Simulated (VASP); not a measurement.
Set up this calculation in VASP 6.6.1, as the native input.

* Task: single point
* Functional: PBEsol
* Potentials or basis: VASP PAW PBE potentials, release 64 (Os)
* Cutoff: 520 eV
* k mesh: 16 × 16 × 16
* Occupations: fermi-dirac, width 0.1 eV
* Spin: no spin polarisation
* Dipole correction: no
* Further INCAR settings: ALGO = Normal; EDIFF = 1e-07; NBANDS = 10

The structure of Os lies in POSCAR:

```
Os
1.0
    0.0000000000      1.9606054029      1.9606054029
    1.9606054029      0.0000000000      1.9606054029
    1.9606054029      1.9606054029      0.0000000000
Os
1
Direct
    0.0000000000      0.0000000000      0.0000000000
```

This cell differs from its parent crystal: volume scaled by 1.08.

One way to write it, as run:

INCAR

```
SYSTEM = Os
PREC = Accurate
ENCUT = 520
EDIFF = 1E-7
ISMEAR = -1
SIGMA = 0.1
LREAL = .False.
LASPH = .True.
NELM = 60
ALGO = Normal
ISIF = 2
LWAVE = .False.
LCHARG = .False.
GGA = PS
NBANDS = 10
```

KPOINTS

```
regular mesh
0
Gamma
  16 16 16
  0 0 0
```

Potentials or basis: VASP PAW PBE potentials, release 64 (Os).

Run with:

```console
$ cat potpaw_PBE.64/Os/POTCAR > POTCAR
$ mpirun -np 1 vasp_std > vasp.out
```

Results of the run:

```
Pressure               : -27.4 GPa
Band gap on the k mesh : zero (band 4 reaches 10.28 eV, above the bottom of band 5 at 6.61 eV)
```

Caveat: the PAW data sets were made with another functional, which shifts forces and pressure a little; spin-orbit coupling is left out, which moves the levels of the heavy elements.

Wall time 8.7 s on 1 thread of Intel(R) Xeon(R) 6975P-C (Granite Rapids), with other jobs on the host, peak memory 0.15 GiB.
